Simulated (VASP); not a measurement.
CdS (zincblende type): single point with PBEsol

Crystal: CdS (zincblende type).

```
Cd S
1.0
     0.00000    2.83237    2.83237
     2.83237    0.00000    2.83237
     2.83237    2.83237    0.00000
Cd S
1 1
Direct
  0.00000 0.00000 0.00000
  0.25000 0.25000 0.25000
```

This cell differs from its parent crystal: volume scaled by 0.92, source ansatz.

```json
{
  "Program": "VASP 6.6.1",
  "Task": "single point",
  "Functional": "PBEsol",
  "Potentials or basis": "VASP PAW PBE potentials, release 64 (Cd, S)",
  "Cutoff": "520 eV",
  "k mesh": "11 × 11 × 11",
  "Occupations": "fermi-dirac, width 0.08 eV",
  "Spin": "no spin polarisation"
}
```

| Quantity | Value |
| --- | --- |
| Pressure | 6.8 GPa |
| Band gap on the k mesh | 1.19 eV, direct |

Levels at points of the mesh, in eV from the valence-band top:
| k point | band 7 | band 8 | band 9 | band 10 | band 11 | band 12 |
| --- | --- | --- | --- | --- | --- | --- |
| (0.00, 0.00, 0.00) | 0.00 | 0.00 | 0.00 | 1.19 | 6.40 | 6.40 |

It took 63 s on 1 thread of Intel Xeon 8259CL, with other jobs on the host, peak memory 0.19 GiB.

Caveat: the PAW data sets were made with another functional, which shifts forces and pressure a little.
